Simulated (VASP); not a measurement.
A run of VASP 6.6.1 is set up as follows.

The input INCAR:

```
SYSTEM = KNaICl
PREC = Accurate
ENCUT = 520
EDIFF = 1E-7
ISMEAR = 0
SIGMA = 0.05
LREAL = .FALSE.
LASPH = .TRUE.
NELM = 100
ALGO = Normal
ISIF = 2
LWAVE = .FALSE.
LCHARG = .TRUE.
GGA = CA
LELF = .TRUE.
LVHAR = .TRUE.
NBANDS = 23
```

Contents of KPOINTS:

```
regular mesh
0
G
  6 6 4
  0 0 0
```

Contents of POSCAR:

```
KNaICl
1.0
    4.3995120833      0.0000000000      0.0000000000
    0.0000000000      4.7166329582      0.0000000000
    0.0000000000      0.0000000000      5.7844871266
K Na I Cl
1 1 1 1
Direct
    0.5000000000      0.5000000000      0.5000000000
    0.0000000000      0.0000000000      0.0000000000
    0.5000000000      0.5000000000      0.0000000000
    0.0000000000      0.0000000000      0.5000000000
```

Potentials or basis: VASP PAW LDA potentials, release 64 (K_sv, Na_pv, I, Cl).

Run with:

```sh
$ cat potpaw_LDA.64/K_sv/POTCAR potpaw_LDA.64/Na_pv/POTCAR potpaw_LDA.64/I/POTCAR potpaw_LDA.64/Cl/POTCAR > POTCAR
$ mpirun -np 1 vasp_std > vasp.out
```

Q: What does it give for the band gap on the k mesh?

A: 3.59 eV, direct.

Q: What does it give for the pressure?

A: 1.7 GPa.

Stress tensor (GPa, compression positive):
```
-1.36  0.00  0.00
 0.00 -2.30  0.00
 0.00  0.00  8.75
```

Caveat: the cell differs from its parent crystal (strain +e along x and -e along y -0.0367, strain +e along z and -e/2 along x and y -0.1100); spin-orbit coupling is left out, which moves the levels of the heavy elements.
